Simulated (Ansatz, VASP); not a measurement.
## Two plane-wave programs on TePb

```
Te Pb
1.0
     0.00000    3.23100    3.23100
     3.23100    0.00000    3.23100
     3.23100    3.23100    0.00000
Te Pb
1 1
Direct
  0.50318 0.50202 0.49152
  0.00773 0.99633 0.99801
```

Alike in both runs: task single point; functional PBE; k mesh 4 × 4 × 4; no spin polarisation.

|  | VASP | Ansatz |
| --- | --- | --- |
| version | VASP 6.6.1 | Ansatz 0.2.0 |
| potentials or method | VASP PAW PBE potentials, release 64 (Te, Pb_d), cutoff 520 eV | plane waves, PAW |
| occupations | gaussian, width 0.01 eV | fixed |
| valence electrons in the cell | 20 | 30 |

```tsv
	VASP	Ansatz	Ansatz less VASP
pressure (GPa)	2.1	2.2	+0.06
rms of the force components (eV/Å)	0.003	0.004	+0.0002
```

Atom by atom the forces differ by 0.000 eV/Å (rms over components). VASP's potentials hold 20 valence electrons a cell and Ansatz's 30, so a difference there can come from the potentials and not from the codes. Ansatz's warnings: stress scf threshold loose.

The k mesh is coarse, so the values compare programs but aren't converged. Spin-orbit coupling is off throughout.
